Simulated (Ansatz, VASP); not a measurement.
# TiTc2 in VASP and in Ansatz

```
CELL_PARAMETERS angstrom
-1.54095 1.52570 4.61604
1.54095 -1.52570 4.61604
1.54095 1.52570 -4.61604
ATOMIC_POSITIONS crystal
Ti 0.00000 0.00000 0.00000
Tc 0.33283 0.33283 0.00000
Tc 0.66717 0.66717 0.00000
```

Change from the starting cell: strain e1 = +0.01, atoms carried along.

Alike in both runs: task single point; functional PBEsol; k mesh 14 × 14 × 14; occupations gaussian, width 0.05 eV; no spin polarisation.

|  | VASP | Ansatz |
| --- | --- | --- |
| version | VASP 6.6.1 | Ansatz 0.2.0 |
| potentials or method | VASP PAW PBE potentials, release 64 (Ti_sv, Tc_pv), cutoff 520 eV | scalar-relativistic, plane waves, PAW |
| valence electrons in the cell | 38 | 42 |

|  | VASP | Ansatz | Ansatz less VASP |
| --- | --- | --- | --- |
| pressure (GPa) | -2.9 | -2.5 | +0.44 |
| traceless stress, the component that is largest in VASP (GPa) | -1.59 | -1.59 | +0.004 |
| rms of the force components (eV/Å) | 0.033 | 0.025 | -0.0088 |

VASP's potentials were made for PBE, not for PBEsol. Atom by atom the forces differ by 0.009 eV/Å (rms over components). With one functional, cell and mesh, what is left measures potentials, basis and numerics. VASP's potentials hold 38 valence electrons a cell and Ansatz's 42, so a difference there can come from the potentials and not from the codes.
